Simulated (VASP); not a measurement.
Pt, 1 atom in the cell. It takes space group I4/mmm (No. 139, tetragonal). The conventional cell has a = 3.071 Å, b = 3.071 Å, c = 3.224 Å, α = 90.00°, β = 90.00°, γ = 90.00°. Pt (site symmetry 4/mmm) has 14 Pt at 2.70 to 3.22 Å within 3.6 Å.  This cell differs from its parent crystal: ratio of the length along z to the lengths across it x 1.05, volume and fractional coordinates fixed.

```yaml
Program: VASP 6.6.1
Task: single point
Functional: PBEsol
Potentials_or_basis: VASP PAW PBE potentials, release 64 (Pt)
Cutoff: 520 eV
k_mesh: 30 × 30 × 30
Occupations: gaussian, width 0.15 eV
Spin: no spin polarisation
Dipole_correction: no
Further_INCAR_settings: ALGO = Fast; EDIFF = 1e-07; NBANDS = 11
```

Potentials or basis: VASP PAW PBE potentials, release 64 (Pt).

The run is started by

```console
$ cat potpaw_PBE.64/Pt/POTCAR > POTCAR
$ mpirun -np 1 vasp_std > vasp.out
```

Hardware: 1 thread of Intel(R) Xeon(R) 6975P-C (Granite Rapids), on a shared host.

Problem. How long does it take, and how much memory?

Solution. It took 110 s on 1 thread of Intel(R) Xeon(R) 6975P-C (Granite Rapids) (shared host), peak memory 0.42 GiB. Counts: scf iterations 14, k points 1992.
